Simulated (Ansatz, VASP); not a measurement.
**Ba in VASP and in Ansatz**

```xyz
1
Lattice="3.7976 0.0000 0.0000 0.0000 3.7976 0.0000 0.0000 0.0000 3.7976" Properties=species:S:1:pos:R:3 pbc="T T T"
Ba    0.0000    0.0000    0.0000
```

Alike in both runs: task single point; functional LDA; k mesh 10 × 10 × 10; occupations fermi-dirac, width 0.1 eV; no spin polarisation.

|  | VASP | Ansatz |
| --- | --- | --- |
| version | VASP 6.6.1 | Ansatz 0.2.0 |
| potentials or method | VASP PAW LDA potentials, release 64 (Ba_sv), cutoff 520 eV | plane waves (420 eV) with PAW, scalar-relativistic |
| valence electrons in the cell | 10 | 10 |

```csv
,VASP,Ansatz,Ansatz less VASP
pressure (GPa),-0.4,-0.6,-0.15
```

Ansatz warns that its potentials were made for another functional, while VASP's fit it. LDA's correlation is that of Perdew and Zunger in VASP and of Perdew and Wang (1992) in Ansatz.

Spin-orbit coupling is off throughout.
